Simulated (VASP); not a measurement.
Wanted: the native input for a VASP 6.6.1 run.

```
Task                    : density of states
Functional              : PBEsol
Potentials or basis     : VASP PAW PBE potentials, release 64 (I)
Cutoff                  : 520 eV
k mesh                  : 9 × 9 × 9
Occupations             : fermi-dirac, width 0.05 eV
Spin                    : no spin polarisation
Dipole correction       : no
k mesh for the DOS      : 14 × 14 × 14
Occupations for the DOS : tetrahedron
Further INCAR settings  : ALGO = Normal; EDIFF = 1e-06; NBANDS = 10
```

I:

```
I
1.0
     0.00000    2.36560    3.90984
     2.19225    0.00000    3.90984
     2.19225    2.36560    0.00000
I
1
Direct
  0.00000 0.00000 0.00000
```

The input as run:

POSCAR

```
I
1.0
    0.0000000000      2.3656004428      3.9098401324
    2.1922454667      0.0000000000      3.9098401324
    2.1922454667      2.3656004428      0.0000000000
I
1
Direct
    0.0000000000      0.0000000000      0.0000000000
```

INCAR.step1

```
  PREC = Accurate
  ENCUT = 520
  EDIFF = 1E-6
  ISMEAR = -1
  SIGMA = 0.05
  LREAL = F
  LASPH = T
  NELM = 60
  ALGO = Normal
  ISIF = 2
  LWAVE = F
  LCHARG = T
  GGA = PS
  NBANDS = 10
```

KPOINTS.step1

```
Automatic mesh
0
Gamma
  9 9 9
```

INCAR.step2

```
  PREC = Accurate
  ENCUT = 520
  EDIFF = 1E-6
  ISMEAR = -5
  SIGMA = 0.05
  LREAL = F
  LASPH = T
  NELM = 60
  ALGO = Normal
  ISIF = 2
  LWAVE = F
  LCHARG = F
  GGA = PS
  LORBIT = 11
  NBANDS = 10
  NEDOS = 1001
  ICHARG = 11
```

KPOINTS.step2

```
Automatic mesh
0
Gamma
  14 14 14
```

Potentials or basis: VASP PAW PBE potentials, release 64 (I).

Run with:

```bash
$ cat potpaw_PBE.64/I/POTCAR > POTCAR
$ cp INCAR.step1 INCAR
$ cp KPOINTS.step1 KPOINTS
$ mpirun -np 1 vasp_std > vasp.out
$ cp INCAR.step2 INCAR
$ cp KPOINTS.step2 KPOINTS
$ mpirun -np 1 vasp_std > vasp.out
```

It gave:

```
Valence electrons inside the program's atomic spheres : I 4.16
```

Caveat: spin-orbit coupling is left out, which moves the levels of the heavy elements; an odd number of electrons without spin polarisation forces a metal; a magnetic or distorted state may lie lower.

Wall time 71 s on 1 thread of Intel(R) Xeon(R) Platinum 8488C (Sapphire Rapids), on a shared host, peak memory 0.29 GiB.
